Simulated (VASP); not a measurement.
Input of a VASP 6.6.1 run:

File INCAR:

```
PREC = Accurate
ENCUT = 520
EDIFF = 1E-7
ISMEAR = -1
SIGMA = 0.1
LREAL = False
LASPH = True
NELM = 80
ALGO = Normal
ISIF = 2
LWAVE = False
LCHARG = True
GGA = PS
LELF = True
LVHAR = True
NBANDS = 17
```

File KPOINTS:

```
Automatic mesh
0
Gamma
  14 14 14
```

File POSCAR:

```
PbS
1.0
    0.0000000000      2.9512816525      2.9512816525
    2.9512816525      0.0000000000      2.9512816525
    2.9512816525      2.9512816525      0.0000000000
Pb S
1 1
Direct
    0.0000000000      0.0000000000      0.0000000000
    0.5000000000      0.5000000000      0.5000000000
```

Potentials or basis: VASP PAW PBE potentials, release 64 (Pb_d, S).

Run with:

```console
$ cat potpaw_PBE.64/Pb_d/POTCAR potpaw_PBE.64/S/POTCAR > POTCAR
$ mpirun -np 1 vasp_std > vasp.out
```

**Question.** Estimate the band gap on the k mesh.

**Answer.** 0.20 eV.

**Question.** Predict the pressure.

**Answer.** 0.0 GPa.

Caveat: the PAW data sets were made with another functional, which shifts forces and pressure a little; spin-orbit coupling is left out, which moves the levels of the heavy elements. A k mesh can miss the band edges.
